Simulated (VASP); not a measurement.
# Re (Immm) in VASP: notebook

Re is run at these levels: PBEsol; tasks: single point.

Program: VASP 6.6.1. These are calculated values, not measurements. Logs are shortened: lines on timing, memory, paths and dates and some standing lists are left out, and cuts for length are marked.

**1. The cell of the first run**

The structure is orthorhombic, space group Immm (No. 71). The conventional cell has a = 2.758 Å, b = 2.828 Å, c = 3.950 Å, α = 90.00°, β = 90.00°, γ = 90.00°. Within 3.6 Å of Re (site symmetry mmm) lie 12 Re at 2.76 to 2.83 Å.

**2. Single point, PBEsol (strain +0.0250 x Voigt [0, 0, 0, 0, 0, 1])**

File INCAR:

```
PREC = Accurate ; ENCUT = 520
EDIFF = 1E-6 ; ISMEAR = 0
SIGMA = 0.15 ; LREAL = False
LASPH = True ; NELM = 100
ALGO = Fast ; ISIF = 2
LWAVE = False ; LCHARG = False
GGA = PS ; NBANDS = 10
```

File KPOINTS:

```
Automatic mesh
0
Gamma
  20 20 20
```

File POSCAR:

```
Re
1.0
    0.0246875000      1.9750000000      1.9750000000
    1.9750000000      0.0246875000      1.9750000000
    1.9996875000      1.9996875000      0.0000000000
Re
1
Direct
    0.0000000000      0.0000000000      0.0000000000
```

Potentials or basis: VASP PAW PBE potentials, release 64 (Re).

Launch:

```
$ cat potpaw_PBE.64/Re/POTCAR > POTCAR
$ mpirun -np 1 vasp_std > vasp.out
```

OUTCAR:

```text
PREC = Accurate
   ENCUT = 520
   EDIFF = 1E-6
   ISMEAR = 0
   LREAL = False
   LASPH = True
   NELM = 100
   ISIF = 2
   GGA = PS

 ion  position               nearest neighbor table
   1  0.000  0.000  0.000-

  LATTYP: Found a body centered orthorhombic cell.
 ALAT       =     2.7581583884
 B/A-ratio  =     1.0253164557
 C/A-ratio  =     1.4321149999

  Lattice vectors:

 A1 = (   1.9750000000,   0.0246875000,  -1.9750000000)
 A2 = (  -1.9750000000,  -0.0246875000,  -1.9750000000)
 A3 = (   0.0246875000,   1.9750000000,   1.9750000000)

Analysis of symmetry for initial positions (statically):
=====================================================================
 Subroutine PRICEL returns:
 Original cell was already a primitive cell.

 Routine SETGRP: Setting up the symmetry group for a
 body centered orthorhombic supercell.

 Subroutine GETGRP returns: Found  8 space group operations
 (whereof  8 operations were pure point group operations)
 out of a pool of  8 trial point group operations.

The static configuration has the point symmetry D_2h.

Analysis of symmetry for dynamics (positions and initial velocities):
=====================================================================
 Subroutine PRICEL returns:
 Original cell was already a primitive cell.

 Routine SETGRP: Setting up the symmetry group for a
 body centered orthorhombic supercell.

 Subroutine GETGRP returns: Found  8 space group operations
 (whereof  8 operations were pure point group operations)
 out of a pool of  8 trial point group operations.

The dynamic configuration has the point symmetry D_2h.

 Subroutine INISYM returns: Found  8 space group operations
 (whereof  8 operations are pure point group operations),
 and found     1 'primitive' translations

----------------------------------------------------------------------------------------

                                     Primitive cell

  volume of cell :      15.4051

  direct lattice vectors                    reciprocal lattice vectors
     0.024687500  1.975000000  1.975000000    -0.256369172  0.256369172  0.253164557
     1.975000000  0.024687500  1.975000000     0.256369172 -0.256369172  0.253164557
     1.999687500  1.999687500  0.000000000     0.250039069  0.250039069 -0.253164557

  length of vectors
     2.793180888  2.793180888  2.827985183     0.442201987  0.442201987  0.434892360

  position of ions in fractional coordinates (direct lattice)
[... 75 lines left out ...]
   ENCUT  =  520.0 eV  38.22 Ry    6.18 a.u.   5.19  5.19  5.26*2*pi/ulx,y,z
   NELM   =    100;   NELMIN=  2; NELMDL= -5     # of ELM steps
   EDIFF  = 0.1E-05   stopping-criterion for ELM
   LREAL  =      F    real-space projection
[... 7 lines left out ...]
   TEBEG  =    0.0;   TEEND  =   0.0 temperature during run
   PSTRESS=    0.0 pullay stress
   NELECT =       7.0000    total number of electrons
   NUPDOWN=      -1.0000    fix difference up-down
   EMIN   =  10.00;   EMAX   =-10.00  energy-range for DOS
   EFERMI =   0.00;   METHOD = LEGACY
   ISMEAR =     0;   SIGMA  =   0.15  broadening in eV -4-tet -1-fermi 0-gaus
   EFERMI_NEDOS =   21; number of points for ismear=-14 and -15
   IALGO  =     68    algorithm
   IMIX   =      4    mixing-type and parameters
     AMIX     =   0.40;   BMIX     =  1.00
     AMIX_MAG =   1.60;   BMIX_MAG =  1.00
  volume/ion in A,a.u.               =      15.41       103.96
  Fermi-wavevector in a.u.,A,eV,Ry     =   1.258596  2.378402 21.552500  1.584064
  Thomas-Fermi vector in A             =   2.392198
   LORBIT       =      0    0 simple, 1 ext, 2 COOP (PROOUT), +10 PAW based schemes
   GGA     = PS    functional components
   LHFCALC =     F    Hartree Fock is set to
   AEXX    =    0.0000 exact exchange contribution
   IVDW    =     0    specifies the selected vdW correction
   LEPSILON=     F    determine dielectric tensor
   LRPA    =     F    only Hartree local field effects (RPA)
 non-spin polarized calculation
 RMM-DIIS sequential band-by-band and
 Gauss-broadening in eV      SIGMA  =   0.15
  energy-cutoff  :      520.00
  volume of cell :       15.41
 maximum number of plane-waves:       428
 NGX is ok and might be reduce to    24
   NGX = 11   NGY = 11   NGZ = 11

 number of electron       7.0000000 magnetization

 Free energy of the ion-electron system (eV)
  ---------------------------------------------------
  ext. energy  EPLUGINS =         0.00000000
  ---------------------------------------------------
  free energy    TOTEN  =       -13.25224809 eV

  energy without entropy =      -13.24226987  energy(sigma->0) =      -13.24725898

 E-fermi :   7.4320     XC(G=0): -13.5696

 val. band max:        7.4305816043   @ k =  -0.1500   0.2500   0.1000
 cond. band min:       7.4357400122   @ k =   0.3500   0.0000   0.4000
 fundamental gap:      0.0051584079
 Fermi energy:         7.4320444747

 k-point     1 :       0.0000    0.0000    0.0000
  band No.  band energies     occupation
      1      -2.4156      2.00000
      2       5.4073      2.00000
      3       5.6080      2.00000
      4       5.8527      2.00000
      5       8.6078      0.00000
      6       8.6084      0.00000
      7      21.3236      0.00000
      8      26.3435      0.00000
      9      26.7083      0.00000
     10      27.0708      0.00000
[... 287 lines left out ...]
 k-point    24 :      -0.3500    0.0500    0.0000
  band No.  band energies     occupation
      1       0.8892      2.00000
      2       5.5385      2.00000
      3       5.7528      2.00000
      4       5.8508      2.00000
      5       9.5959      0.00000
      6      10.6941      0.00000
      7      18.9255      0.00000
      8      22.4745      0.00000
      9      28.2603      0.00000
     10      29.3747      0.00000

 [... further k-points ...]

------------------------ aborting loop because EDIFF is reached ----------------------------------------

  FORCE on cell =-STRESS in cart. coord.  units (eV):
  Direction    XX          YY          ZZ          XY          YZ          ZX
  --------------------------------------------------------------------------------------
  -------------------------------------------------------------------------------------
  Total       -1.8022975     -1.8022975     -1.8240962     -0.4746325      0.0000000      0.0000000
  in kB     -187.4449038   -187.4449038   -189.7120395    -49.3633549      0.0000000      0.0000000
  external PRESSURE =    -188.2006157 kB  Pullay stress =       0.0000000 kB

 VOLUME and BASIS-vectors are now :
 -----------------------------------------------------------------------------
  energy-cutoff  :      520.00
  volume of cell :       15.41
      direct lattice vectors                 reciprocal lattice vectors
     0.024687500  1.975000000  1.975000000    -0.256369172  0.256369172  0.253164557
     1.975000000  0.024687500  1.975000000     0.256369172 -0.256369172  0.253164557
     1.999687500  1.999687500  0.000000000     0.250039069  0.250039069 -0.253164557

 POSITION                                       TOTAL-FORCE (eV/Angst)
 -----------------------------------------------------------------------------------
      0.00000      0.00000      0.00000        -0.000000      0.000000      0.000000
 -----------------------------------------------------------------------------------
    total drift:                               -0.000000      0.000000      0.000000

  FREE ENERGIE OF THE ION-ELECTRON SYSTEM (eV)
  ---------------------------------------------------
  free  energy   TOTEN  =       -13.2522480872 eV

  energy  without entropy=      -13.2422698663  energy(sigma->0) =      -13.24725898
```

stdout:

```text
POSCAR found type information on POSCAR Re
 POSCAR found :  1 types and       1 ions
 scaLAPACK will be used
 -----------------------------------------------------------------------------
|                                                                             |
|                                                                             |
|     You enforced a specific xc type in the INCAR file but a different       |
|     I HOPE YOU KNOW WHAT YOU ARE DOING!                                     |
|                                                                             |
 -----------------------------------------------------------------------------

 LDA part: xc-table for (Slater+PW92), standard interpolation
 POSCAR, INCAR and KPOINTS ok, starting setup
 FFT: planning ... GRIDC
 FFT: planning ... GRID_SOFT
 FFT: planning ... GRID
 WAVECAR not read
 entering main loop
```

It took 69 s on 1 thread of Intel Xeon 6975P-C (Granite Rapids), shared host; peak memory 0.31 GiB.

Results:

- Free energy: -13.2522 eV
- Pressure: -18.8 GPa
- Band gap on the k mesh: zero (an odd number of electrons rules out a gap without spin polarisation)

Levels at points of the mesh, in eV from the Fermi level:
```csv
k point,band 2,band 3,band 4,band 5,band 6,band 7
"(0.00, 0.00, 0.00)",-2.02,-1.82,-1.58,1.18,1.18,13.89
"(0.50, 0.00, 0.00)",-2.21,-1.87,0.27,3.47,3.72,9.48
"(0.50, 0.50, 0.00)",-5.62,2.60,3.51,4.25,4.26,11.46
"(0.00, 0.00, 0.50)",-2.13,-1.78,0.01,3.37,3.64,9.12
"(0.50, 0.00, 0.50)",-5.61,2.61,3.46,4.25,4.28,11.90
```

Caveat: the cell differs from its parent crystal (strain +0.0250 x Voigt [0, 0, 0, 0, 0, 1]); the cell stands under tension; the PAW data sets were made with another functional, which shifts forces and pressure a little; spin-orbit coupling is left out, which moves the levels of the heavy elements.

**3. Single point, PBEsol (strain +0.0875 x Voigt [0, 0, 0, 0, 0, 1])**

File INCAR:

```
  PREC = Accurate
  ENCUT = 520
  EDIFF = 1E-6
  ISMEAR = 0
  SIGMA = 0.15
  LREAL = F
  LASPH = T
  NELM = 100
  ALGO = Fast
  ISIF = 2
  LWAVE = F
  LCHARG = F
  GGA = PS
  NBANDS = 10
```

KPOINTS is that of step 2.

File POSCAR:

```
Re
1.0
    0.0864062500      1.9750000000      1.9750000000
    1.9750000000      0.0864062500      1.9750000000
    2.0614062500      2.0614062500      0.0000000000
Re
1
Direct
    0.0000000000      0.0000000000      0.0000000000
```

Potentials or basis: VASP PAW PBE potentials, release 64 (Re).

Launch:

```
$ cat potpaw_PBE.64/Re/POTCAR > POTCAR
$ mpirun -np 1 vasp_std > vasp.out
```

OUTCAR:

```text
PREC = Accurate
   ENCUT = 520
   EDIFF = 1E-6
   ISMEAR = 0
   LREAL = F
   LASPH = T
   NELM = 100
   ISIF = 2
   GGA = PS

 ion  position               nearest neighbor table
   1  0.000  0.000  0.000-

  LATTYP: Found a body centered orthorhombic cell.
 ALAT       =     2.6708748951
 B/A-ratio  =     1.0915032680
 C/A-ratio  =     1.4789161437

  Lattice vectors:

 A1 = (   1.9750000000,   0.0864062500,  -1.9750000000)
 A2 = (  -1.9750000000,  -0.0864062500,  -1.9750000000)
 A3 = (   0.0864062500,   1.9750000000,   1.9750000000)

Analysis of symmetry for initial positions (statically):
=====================================================================
 Subroutine PRICEL returns:
 Original cell was already a primitive cell.

 Routine SETGRP: Setting up the symmetry group for a
 body centered orthorhombic supercell.

 Subroutine GETGRP returns: Found  8 space group operations
 (whereof  8 operations were pure point group operations)
 out of a pool of  8 trial point group operations.

The static configuration has the point symmetry D_2h.

Analysis of symmetry for dynamics (positions and initial velocities):
=====================================================================
 Subroutine PRICEL returns:
 Original cell was already a primitive cell.

 Routine SETGRP: Setting up the symmetry group for a
 body centered orthorhombic supercell.

 Subroutine GETGRP returns: Found  8 space group operations
 (whereof  8 operations were pure point group operations)
 out of a pool of  8 trial point group operations.

The dynamic configuration has the point symmetry D_2h.

 Subroutine INISYM returns: Found  8 space group operations
 (whereof  8 operations are pure point group operations),
 and found     1 'primitive' translations

----------------------------------------------------------------------------------------

[... 114 lines left out ...]
   LORBIT       =      0    0 simple, 1 ext, 2 COOP (PROOUT), +10 PAW based schemes
   GGA     = PS    functional components
   LHFCALC =     F    Hartree Fock is set to
   AEXX    =    0.0000 exact exchange contribution
   IVDW    =     0    specifies the selected vdW correction
   LEPSILON=     F    determine dielectric tensor
   LRPA    =     F    only Hartree local field effects (RPA)
 non-spin polarized calculation
 RMM-DIIS sequential band-by-band and
 Gauss-broadening in eV      SIGMA  =   0.15
  energy-cutoff  :      520.00
  volume of cell :       15.38
 maximum number of plane-waves:       426
 NGX is ok and might be reduce to    24
   NGX = 11   NGY = 11   NGZ = 11

 number of electron       7.0000000 magnetization

 Free energy of the ion-electron system (eV)
  ---------------------------------------------------
  ext. energy  EPLUGINS =         0.00000000
  ---------------------------------------------------
  free energy    TOTEN  =       -13.18896907 eV

  energy without entropy =      -13.17803658  energy(sigma->0) =      -13.18350282

 E-fermi :   7.4842     XC(G=0): -13.5733

 val. band max:        7.4823954263   @ k =  -0.4500  -0.4500   0.3500
 cond. band min:       7.4845085590   @ k =  -0.1000   0.2500   0.1500
 fundamental gap:      0.0021131327
 Fermi energy:         7.4841563832

 k-point     1 :       0.0000    0.0000    0.0000
  band No.  band energies     occupation
      1      -2.4008      2.00000
      2       4.9096      2.00000
      3       5.4234      2.00000
      4       6.4709      2.00000
      5       8.7315      0.00000
      6       8.7379      0.00000
      7      21.2873      0.00000
      8      25.5576      0.00000
      9      26.8538      0.00000
     10      28.1165      0.00000
[... 287 lines left out ...]
 k-point    24 :      -0.3500    0.0500    0.0000
  band No.  band energies     occupation
      1       1.0107      2.00000
      2       5.0821      2.00000
      3       6.0234      2.00000
      4       6.1340      2.00000
      5       9.3373      0.00000
      6      11.0662      0.00000
      7      19.2290      0.00000
      8      22.7284      0.00000
      9      28.6128      0.00000
     10      28.7020      0.00000

 [... further k-points ...]

------------------------ aborting loop because EDIFF is reached ----------------------------------------

  FORCE on cell =-STRESS in cart. coord.  units (eV):
  Direction    XX          YY          ZZ          XY          YZ          ZX
  --------------------------------------------------------------------------------------
  -------------------------------------------------------------------------------------
  Total       -1.4910794     -1.4910794     -1.6973562     -1.6377852      0.0000000      0.0000000
  in kB     -155.3503058   -155.3503058   -176.8415596   -170.6350693      0.0000000      0.0000000
  external PRESSURE =    -162.5140571 kB  Pullay stress =       0.0000000 kB

 VOLUME and BASIS-vectors are now :
 -----------------------------------------------------------------------------
  energy-cutoff  :      520.00
  volume of cell :       15.38
      direct lattice vectors                 reciprocal lattice vectors
     0.086406250  1.975000000  1.975000000    -0.264747249  0.264747249  0.253164557
     1.975000000  0.086406250  1.975000000     0.264747249 -0.264747249  0.253164557
     2.061406250  2.061406250  0.000000000     0.242552869  0.242552869 -0.253164557

 POSITION                                       TOTAL-FORCE (eV/Angst)
 -----------------------------------------------------------------------------------
      0.00000      0.00000      0.00000         0.000000      0.000000      0.000000
 -----------------------------------------------------------------------------------
    total drift:                               -0.000000      0.000000      0.000000

  FREE ENERGIE OF THE ION-ELECTRON SYSTEM (eV)
  ---------------------------------------------------
  free  energy   TOTEN  =       -13.1889690731 eV

  energy  without entropy=      -13.1780365767  energy(sigma->0) =      -13.18350282
```

OSZICAR:

```text
N       E                     dE             d eps       ncg     rms          rms(c)
DAV:   1     0.436410085328E+01    0.43641E+01   -0.34204E+03 36786   0.765E+02
DAV:   2    -0.135939260364E+02   -0.17958E+02   -0.16623E+02 35866   0.162E+02
DAV:   3    -0.139857227904E+02   -0.39180E+00   -0.37842E+00 38336   0.393E+01
DAV:   4    -0.139878089016E+02   -0.20861E-02   -0.20840E-02 37936   0.135E+00
DAV:   5    -0.139878125527E+02   -0.36512E-05   -0.36503E-05 33922   0.298E-02    0.290E+01
RMM:   6    -0.133641796341E+02    0.62363E+00   -0.92938E-02 26348   0.118E+01    0.109E+01
RMM:   7    -0.131942034234E+02    0.16998E+00   -0.79703E-01 35409   0.117E+01    0.134E+00
RMM:   8    -0.131897377748E+02    0.44656E-02   -0.49689E-03 29914   0.253E+00    0.357E-01
RMM:   9    -0.131889698267E+02    0.76795E-03   -0.12504E-02 36078   0.844E-01    0.637E-02
RMM:  10    -0.131889852432E+02   -0.15417E-04   -0.62920E-04 36129   0.204E-01    0.457E-02
RMM:  11    -0.131889670390E+02    0.18204E-04   -0.10258E-04 31275   0.194E-01    0.497E-03
RMM:  12    -0.131889685505E+02   -0.15115E-05   -0.33397E-05 32479   0.501E-02    0.933E-03
RMM:  13    -0.131889690731E+02   -0.52265E-06   -0.47352E-06 26309   0.201E-02
   1 F= -.13188969E+02 E0= -.13183503E+02  d E =-.109325E-01
```

Run time: 71 s. Hardware: 1 thread of Intel Xeon 6975P-C (Granite Rapids), shared host; peak memory 0.3 GiB.

What came out:

| Property | Result |
| --- | --- |
| Free energy | -13.1890 eV |
| Pressure | -16.3 GPa |
| Band gap on the k mesh | zero (an odd number of electrons rules out a gap without spin polarisation) |

Caveat: the cell differs from its parent crystal (strain +0.0875 x Voigt [0, 0, 0, 0, 0, 1]); the cell stands under tension; the PAW data sets were made with another functional, which shifts forces and pressure a little; spin-orbit coupling is left out, which moves the levels of the heavy elements.

**4. Single point, PBEsol (strain +0.0625 x Voigt [0, 0, 0, 0, 0, 1])**

File INCAR:

```
SYSTEM = Re
PREC = Accurate
ENCUT = 520
EDIFF = 1E-6
ISMEAR = 0
SIGMA = 0.15
LREAL = .False.
LASPH = .True.
NELM = 60
ALGO = Fast
ISIF = 2
LWAVE = .False.
LCHARG = .False.
GGA = PS
NBANDS = 10
```

File KPOINTS:

```
Automatic mesh
0
Gamma
  20 20 20
  0 0 0
```

File POSCAR:

```
Re
1.0
    0.0617187500      1.9750000000      1.9750000000
    1.9750000000      0.0617187500      1.9750000000
    2.0367187500      2.0367187500      0.0000000000
Re
1
Direct
    0.0000000000      0.0000000000      0.0000000000
```

Launch:

```
$ cat potpaw_PBE.64/Re/POTCAR > POTCAR
$ mpirun -np 1 vasp_std > vasp.out
```

Wall time 71 s (1 thread of Intel Xeon 6975P-C (Granite Rapids), shared host); peak memory 0.3 GiB.

Results (log left out):

```yaml
Free_energy: -13.2227 eV
Pressure: -17.6 GPa
Band_gap_on_the_k_mesh: zero (an odd number of electrons rules out a gap without spin polarisation)
```

Stress tensor (GPa, compression positive):
```
-17.28 -12.21   0.00
-12.21 -17.28   0.00
  0.00   0.00 -18.35
```

Levels at points of the mesh, in eV from the Fermi level:
| k point | band 1 | band 2 | band 3 | band 4 | band 5 | band 6 | band 7 | band 8 | band 9 |
| --- | --- | --- | --- | --- | --- | --- | --- | --- | --- |
| (0.00, 0.00, 0.00) | -9.87 | -2.36 | -1.94 | -1.25 | 1.21 | 1.21 | 13.85 | 18.40 | 19.32 |
| (0.50, 0.00, 0.00) | -6.54 | -2.54 | -1.70 | 0.46 | 3.34 | 3.93 | 9.80 | 13.12 | 18.66 |
| (0.50, 0.50, 0.00) | -6.49 | -5.66 | 2.58 | 3.53 | 4.25 | 4.27 | 10.82 | 12.16 | 13.02 |
| (0.00, 0.00, 0.50) | -6.67 | -2.35 | -1.45 | -0.19 | 3.06 | 3.75 | 8.88 | 13.64 | 19.37 |
| (0.50, 0.00, 0.50) | -6.48 | -5.64 | 2.62 | 3.30 | 4.20 | 4.40 | 11.88 | 11.93 | 12.27 |

Caveat: the cell differs from its parent crystal (strain +0.0625 x Voigt [0, 0, 0, 0, 0, 1]); the cell stands under tension; the PAW data sets were made with another functional, which shifts forces and pressure a little; spin-orbit coupling is left out, which moves the levels of the heavy elements.

(Continued in part 2 of 2.)
